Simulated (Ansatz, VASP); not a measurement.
# Two plane-wave programs on WSe2

```xyz
6
Lattice="3.3147 0.0000 0.0000 -1.6574 2.8706 0.0000 0.0000 0.0000 24.0818" Properties=species:S:1:pos:R:3 pbc="T T T"
W     1.6574    0.9569    3.4291
W     0.0000    1.9138   20.6527
Se    0.0000    1.9138    5.0898
Se    1.6574    0.9569   22.3147
Se    0.0000    1.9138    1.7671
Se    1.6574    0.9569   18.9920
```

Alike in both runs: functional r2SCAN; k mesh 12 × 12 × 2; occupations gaussian, width 0.02 eV; no spin polarisation.

Ansatz relaxed the structure, and its values are those at the end. VASP's run is a single point on that final structure, the one shown.

|  | VASP | Ansatz |
| --- | --- | --- |
| version | VASP 6.6.1 | Ansatz 0.2.0 |
| potentials or method | VASP PAW PBE potentials, release 64 (W_sv, Se), cutoff 520 eV | scalar-relativistic, plane waves, PAW |
| valence electrons in the cell | 52 | 92 |

Ansatz gave:

| Property | Result |
| --- | --- |
| gap on the k mesh at the Fermi level (eV) | 1.60 |
| least direct gap on the mesh (eV) | 1.62 |
| rms of the force components (eV/Å) | 0.000 |

Task: Estimate VASP's values.

Result: gap on the k mesh at the Fermi level (eV): 1.59; least direct gap on the mesh (eV): 1.61; rms of the force components (eV/Å): 0.021.

VASP's potentials were made for PBE, not for r2SCAN. VASP's potentials hold 52 valence electrons a cell and Ansatz's 92, so a difference there can come from the potentials and not from the codes. Ansatz's warnings: xc potential rough in thin density.

Neither program's run includes spin-orbit coupling.
